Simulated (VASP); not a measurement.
Wanted: the native input for a VASP 6.6.1 run.

```
Task                   : single point
Functional             : LDA
Potentials or basis    : VASP PAW LDA potentials, release 64 (Sr_sv, O)
Cutoff                 : 520 eV
k mesh                 : 9 × 9 × 8
Occupations            : gaussian, width 0.05 eV
Spin                   : no spin polarisation
Dipole correction      : no
Further INCAR settings : ALGO = Normal; EDIFF = 1e-06; NBANDS = 24
```

The structure of SrO lies in POSCAR:

```
SrO
1.0
    0.0000000000     -2.5111678675     -2.5111678675
   -2.5111678675      0.0000000000     -2.5111678675
    2.5111678675      2.5111678675     -5.0223357350
Sr O
2 2
Direct
   -0.0008166432     -0.0008166432     -0.0008166432
    0.4991833568      0.4991833568      0.4991833568
    0.7544724220      0.7544724220      0.7544724220
    0.2544724220      0.2544724220      0.2544724220
```

This cell differs from its parent crystal: atoms displaced along a vibrational mode, the cell strained.

These files were run (other wordings do the same):

INCAR

```
PREC = Accurate
ENCUT = 520
EDIFF = 1E-6
ISMEAR = 0
SIGMA = 0.05
LREAL = F
LASPH = T
NELM = 80
ALGO = Normal
ISIF = 2
LWAVE = F
LCHARG = F
GGA = CA
NBANDS = 24
```

KPOINTS

```
regular mesh
0
Gamma
  9 9 8
```

Potentials or basis: VASP PAW LDA potentials, release 64 (Sr_sv, O).

Launch:

```console
$ cat potpaw_LDA.64/Sr_sv/POTCAR potpaw_LDA.64/O/POTCAR > POTCAR
$ mpirun -np 1 vasp_std > vasp.out
```

It gave:

```json
{
 "Pressure": "3.8 GPa",
 "Largest force": "0.156 eV/Å",
 "Band gap on the k mesh": "3.11 eV"
}
```

Caveat: the cell differs from its parent crystal (atoms displaced along a vibrational mode, the cell strained); the cell stands under pressure.

Wall time 2.4 min on 1 thread of Intel(R) Xeon(R) 6975P-C (Granite Rapids), with other jobs on the host, peak memory 0.34 GiB.
